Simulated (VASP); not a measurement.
# CsMgBiO3 (R3m) in VASP: notebook, part 3 of 3

VASP 6.6.1. Earlier steps stand in the parts before.

**6. Single point, r2SCAN+D4**

This run uses another cell than the first one, of 22.98 Å³/atom.

File POSCAR:

```
CsMgBiO3
1.0
    3.1768091744      1.8341316320      3.9435439475
   -3.1768091744      1.8341316320      3.9435439475
    0.0000000000     -3.6682632640      3.9435439474
Bi Cs Mg O
1 1 1 3
Direct
    0.5701539893      0.5701539893      0.5701539893
    0.8969364462      0.8969364462      0.8969364462
    0.3147006473      0.3147006473      0.3147006473
    0.9793271156      0.4943381407      0.4943381407
    0.4943381407      0.4943381407      0.9793271156
    0.4943381407      0.9793271156      0.4943381407
```

File INCAR.step1:

```
  ALGO = Normal
  EDIFF = 1E-4
  ENCUT = 520
  GGA = PE
  ISMEAR = -1
  LASPH = True
  LCHARG = False
  LREAL = False
  LWAVE = True
  NBANDS = 31
  NELM = 60
  PREC = Accurate
  SIGMA = 0.05
```

File INCAR.step2:

```
  ALGO = Normal
  EDIFF = 1E-6
  ENCUT = 520
  ISIF = 2
  ISMEAR = -1
  ISTART = 1
  IVDW = 13
  LASPH = True
  LCHARG = False
  LMIXTAU = True
  LREAL = False
  LWAVE = False
  METAGGA = R2SCAN
  NBANDS = 31
  NELM = 60
  PREC = Accurate
  SIGMA = 0.05
  VDW_A1 = 0.51559235
  VDW_A2 = 5.77342911
  VDW_S6 = 1.0
  VDW_S8 = 0.6018749
```

File KPOINTS:

```
k-points
0
Gamma
  6 6 6
```

Potentials or basis: VASP PAW PBE potentials, release 64 (Bi_d, Cs_sv, Mg, O).

Launch:

```
cat potpaw_PBE.64/Bi_d/POTCAR potpaw_PBE.64/Cs_sv/POTCAR potpaw_PBE.64/Mg/POTCAR potpaw_PBE.64/O/POTCAR > POTCAR
cp INCAR.step1 INCAR
mpirun -np 1 vasp_std > vasp.out
cp INCAR.step2 INCAR
mpirun -np 1 vasp_std > vasp.out
```

OUTCAR:

```text
EDIFF = 1E-6
   ENCUT = 520
   ISIF = 2
   ISMEAR = -1
   ISTART = 1
   IVDW = 13
   LASPH = True
   LREAL = False
   METAGGA = R2SCAN
   NELM = 60
   PREC = Accurate

 ion  position               nearest neighbor table
   1  0.570  0.570  0.570-   5 2.05   4 2.05   6 2.05   3 3.02   3 3.78   3 3.78   3 3.78
   2  0.897  0.897  0.897-
   3  0.315  0.315  0.315-   5 1.89   4 1.89   6 1.89   1 3.02   1 3.78   1 3.78   1 3.78
   4  0.979  0.494  0.494-   3 1.89   1 2.05
   5  0.494  0.494  0.979-   3 1.89   1 2.05
   6  0.494  0.979  0.494-   3 1.89   1 2.05

  LATTYP: Found a trigonal (rhomboedric) cell.
 ALAT       =     5.3858791520
 COS(alpha) =     0.3041765783

  Lattice vectors:

 A1 = (   3.1768091744,   1.8341316320,   3.9435439475)
 A2 = (  -3.1768091744,   1.8341316320,   3.9435439475)
 A3 = (   0.0000000000,  -3.6682632640,   3.9435439474)

Analysis of symmetry for initial positions (statically):
=====================================================================
 Subroutine PRICEL returns:
 Original cell was already a primitive cell.

[... 179 lines left out ...]
 cond. band min:       4.6610893392   @ k =   0.5000   0.5000   0.3333
 fundamental gap:      3.3098486084
 Fermi energy:         2.3327085326

 k-point     1 :       0.0000    0.0000    0.0000
  band No.  band energies     occupation
      1     -21.5185      2.00000
      2     -21.5185      2.00000
      3     -21.1405      2.00000
      4     -21.1031      2.00000
      5     -21.1031      2.00000
      6     -19.8461      2.00000
[... 805 lines left out ...]
     30       9.6532      0.00000
     31      10.1218      0.00000

 [... further k-points ...]

------------------------ aborting loop because EDIFF is reached ----------------------------------------

  DFT-D4 for vdW energy calculation

  Edisp (eV):   -0.34442

  FORCE on cell =-STRESS in cart. coord.  units (eV):
  Direction    XX          YY          ZZ          XY          YZ          ZX
  --------------------------------------------------------------------------------------
  -------------------------------------------------------------------------------------
  Total       0.21012     0.21012     0.09358     0.00000     0.00000     0.00000
  in kB       2.44183     2.44183     1.08749     0.00000     0.00000     0.00000
  external pressure =        1.99 kB  Pullay stress =        0.00 kB

 VOLUME and BASIS-vectors are now :
 -----------------------------------------------------------------------------
  energy-cutoff  :      520.00
  volume of cell :      137.87
      direct lattice vectors                 reciprocal lattice vectors
     3.176809174  1.834131632  3.943543947     0.157390631  0.090869523  0.084526339
    -3.176809174  1.834131632  3.943543947    -0.157390631  0.090869523  0.084526339
     0.000000000 -3.668263264  3.943543947     0.000000000 -0.181739046  0.084526339

 POSITION                                       TOTAL-FORCE (eV/Angst)
 -----------------------------------------------------------------------------------
      0.00000      0.00000      6.74528         0.000000     -0.000000     -0.182613
      0.00000      0.00000     10.61132         0.000000     -0.000000      0.001604
      0.00000      0.00000      3.72311         0.000000     -0.000000      0.021366
      1.54072      0.88953      7.76091         0.100665      0.058119      0.053215
      0.00000     -1.77907      7.76091         0.000000     -0.116238      0.053215
     -1.54072      0.88953      7.76091        -0.100665      0.058119      0.053215
 -----------------------------------------------------------------------------------
    total drift:                                0.000000     -0.000000     -0.001653

  FREE ENERGIE OF THE ION-ELECTRON SYSTEM (eV)
  ---------------------------------------------------
  free  energy   TOTEN  =      -116.2382362985 eV

  energy  without entropy=     -116.2382362985  energy(sigma->0) =     -116.23823630
```

Wall time 4.4 min (1 thread of Intel Xeon Platinum 8488C (Sapphire Rapids), shared host); peak memory 0.35 GiB.

What came out:

```
Free energy                : -116.2382 eV
Pressure                   : 0.2 GPa
Largest force              : 0.183 eV/Å
Band gap on the k mesh     : 3.31 eV (least direct gap 3.45 eV)
Dispersion energy per atom : -0.057 eV
```

Forces on the atoms (eV/Å):
```
Bi   0.000  0.000 -0.183
Cs   0.000  0.000  0.002
Mg   0.000  0.000  0.021
O    0.101  0.058  0.053
O    0.000 -0.116  0.053
O   -0.101  0.058  0.053
```

Stress tensor (GPa, compression positive):
```
0.24 0.00 0.00
0.00 0.24 0.00
0.00 0.00 0.11
```

Levels at points of the mesh, in eV from the valence-band top:
```csv
k point,band 19,band 20,band 21,band 22,band 23,band 24,band 25,band 26
"(0.00, 0.00, 0.00)",-1.69,-1.36,-1.36,-0.93,3.72,5.25,5.25,6.26
"(0.50, 0.00, 0.00)",-1.74,-1.44,-1.24,-0.93,3.71,5.19,5.59,5.99
"(0.50, 0.50, 0.00)",-1.63,-1.43,-1.17,-0.41,3.61,4.31,4.87,5.98
"(0.50, 0.50, 0.50)",-1.34,-1.34,-0.87,0.00,3.45,3.45,3.51,4.75
```

Caveat: the PAW data sets were made with another functional, which shifts forces and pressure a little; spin-orbit coupling is left out, which moves the levels of the heavy elements. A k mesh can miss the band edges.

**7. Relaxation of the atoms, PBE**

This run uses another cell than the first one, of 22.88 Å³/atom.

File INCAR:

```
ALGO = Normal
EDIFF = 1E-6
EDIFFG = -0.01
ENCUT = 520
GGA = PE
IBRION = 2
ISIF = 2
ISMEAR = -1
LASPH = T
LCHARG = F
LREAL = F
LWAVE = F
NELM = 100
NSW = 60
PREC = Accurate
SIGMA = 0.05
```

File KPOINTS:

```
k-points
0
Gamma
  5 5 5
```

File POSCAR:

```
CsMgBiO3
1.0
    3.2305168867      1.8651397941      3.7970092083
   -3.2305168867      1.8651397941      3.7970092083
    0.0000000000     -3.7302795883      3.7970092083
Bi Cs Mg O
1 1 1 3
Direct
    0.5652985500      0.5652985500      0.5652985500
    0.9172816500      0.9172816500      0.9172816500
    0.3021917400      0.3021917400      0.3021917400
    0.9822380200      0.4913922600      0.4913922600
    0.4913922600      0.4913922600      0.9822380200
    0.4913922600      0.9822380200      0.4913922600
```

Launch:

```
cat potpaw_PBE.64/Bi_d/POTCAR potpaw_PBE.64/Cs_sv/POTCAR potpaw_PBE.64/Mg/POTCAR potpaw_PBE.64/O/POTCAR > POTCAR
mpirun -np 1 vasp_std > vasp.out
```

Wall time 14 min (1 thread of Intel Xeon 8259CL, shared host); peak memory 0.3 GiB.

It converged, with:

```yaml
Free_energy: -30.5647 eV
Energy_gained_by_relaxing: 1.0 meV/atom
Ionic_steps: 17
Pressure_after_relaxing: 0.6 GPa
Band_gap_on_the_k_mesh: 2.77 eV
```

Forces in eV/Å, atoms in the order of the input:
```
Bi   0.000  0.000 -0.001
Cs   0.000  0.000 -0.001
Mg   0.000  0.000  0.003
O   -0.001 -0.001  0.000
O    0.000  0.002  0.000
O    0.001 -0.001  0.000
```

Stress tensor (GPa, compression positive):
```
0.11 0.00 0.00
0.00 0.11 0.00
0.00 0.00 1.60
```

The path:
```tsv
step	energy change (eV)	largest force (eV/Å)	pressure (GPa)
1	0.0000	0.2521	0.21
2	-0.0019	0.1272	0.55
3	-0.0023	0.1133	0.47
4	-0.0031	0.0860	0.53
5	-0.0038	0.0365	0.66
6	-0.0042	0.0365	0.64
7	-0.0044	0.0356	0.61
8	-0.0045	0.0335	0.61
9	-0.0050	0.0330	0.60
10	-0.0056	0.0545	0.58
11	-0.0057	0.0144	0.61
12	-0.0057	0.0135	0.63
13	-0.0057	0.0130	0.62
14	-0.0058	0.0151	0.61
15	-0.0058	0.0181	0.61
16	-0.0058	0.0187	0.58
17	-0.0058	0.0025	0.61
```

Final structure:
```cif
data_structure
_symmetry_space_group_name_H-M 'P 1'
_symmetry_Int_Tables_number 1
_cell_length_a 5.3228
_cell_length_b 5.3228
_cell_length_c 5.3228
_cell_angle_alpha 74.734
_cell_angle_beta 74.734
_cell_angle_gamma 74.734
_cell_volume 137.27
loop_
_atom_site_label
_atom_site_type_symbol
_atom_site_fract_x
_atom_site_fract_y
_atom_site_fract_z
_atom_site_occupancy
Bi1 Bi 0.56713 0.56713 0.56713 1
Cs1 Cs 0.91053 0.91053 0.91053 1
Mg1 Mg 0.30551 0.30551 0.30551 1
O1 O 0.98213 0.49225 0.49225 1
O2 O 0.49225 0.49225 0.98213 1
O3 O 0.49225 0.98213 0.49225 1
```

Levels at points of the mesh, in eV from the valence-band top:
```csv
k point,band 19,band 20,band 21,band 22,band 23,band 24,band 25,band 26
"(0.00, 0.00, 0.00)",-1.49,-1.15,-1.15,-0.74,3.20,4.96,4.96,5.53
```

Caveat: spin-orbit coupling is left out, which moves the levels of the heavy elements. A k mesh can miss the band edges.

**8. Summary**

```csv
task,level,cell,k mesh,gap on the mesh (eV),pressure (GPa),largest force (eV/Å)
single point,r2SCAN+rVV10,"a = 5.338 Å, angles 72.9°, 6 atoms, atomic positions A",6 × 6 × 6,3.20,0.3,0.21
single point,r2SCAN+D3(BJ),"a = 5.360 Å, angles 72.6°, 6 atoms, atomic positions B",6 × 6 × 6,3.28,0.2,0.19
single point,r2SCAN+D3(BJ),"a = 5.376 Å, angles 72.4°, 6 atoms, atomic positions C",6 × 6 × 6,3.30,0.1,0.18
single point,r2SCAN+D3(BJ),"a = 5.323 Å, angles 74.7°, 6 atoms, atomic positions D",6 × 6 × 6,2.98,-2.5,0.63
single point,r2SCAN+D4,"a = 5.386 Å, angles 72.3°, 6 atoms, atomic positions E",6 × 6 × 6,3.31,0.2,0.18
relaxation of the atoms,PBE,"atoms relaxed from a = 5.323 Å, angles 74.7°, 6 atoms, atomic positions D",5 × 5 × 5,2.77,0.6,-
```

Alike in all rows: potentials or basis VASP PAW PBE potentials, release 64 (Bi_d, Cs_sv, Mg, O); no spin polarisation; cutoff (eV) 520; smearing fermi-dirac 0.05 eV.

Caveats: spin-orbit coupling is left out, which moves the levels of the heavy elements; the PAW data sets were made with another functional, which shifts forces and pressure a little (at least some runs); three body term missing (at least some runs).

Total energies depend on the potentials used, so only differences within one code and one set of settings carry meaning.
